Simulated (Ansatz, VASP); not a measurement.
**One calculation of BP, two programs**

```
B P
1.0
     0.00000    2.17824    2.35976
     2.17824    0.00000    2.35976
     2.17824    2.17824    0.00000
B P
1 1
Direct
  0.00000 0.00000 0.00000
  0.75000 0.75000 0.75000
```

Change from the starting cell: strain -0.040 along x and y, +0.040 along z, atoms carried along.

Alike in both runs: task single point; functional PBE; k mesh 10 × 10 × 10; occupations gaussian, width 0.05 eV; no spin polarisation.

```csv
,VASP,Ansatz
version,VASP 6.6.1,Ansatz 0.2.0
potentials or method,"VASP PAW PBE potentials, release 64 (B, P), cutoff 520 eV","scalar-relativistic, plane waves, PAW"
valence electrons in the cell,8,8
```

VASP gave:

* gap on the k mesh at the Fermi level (eV): 0.56
* least direct gap on the mesh (eV): 3.06
* pressure (GPa): 8.4
* traceless stress, the component that is largest in VASP (GPa): -16.42

Q: What did Ansatz give for the same quantities?

A: gap on the k mesh at the Fermi level (eV): 0.57; least direct gap on the mesh (eV): 3.07; pressure (GPa): 8.6; traceless stress, the component that is largest in VASP (GPa): -16.39.
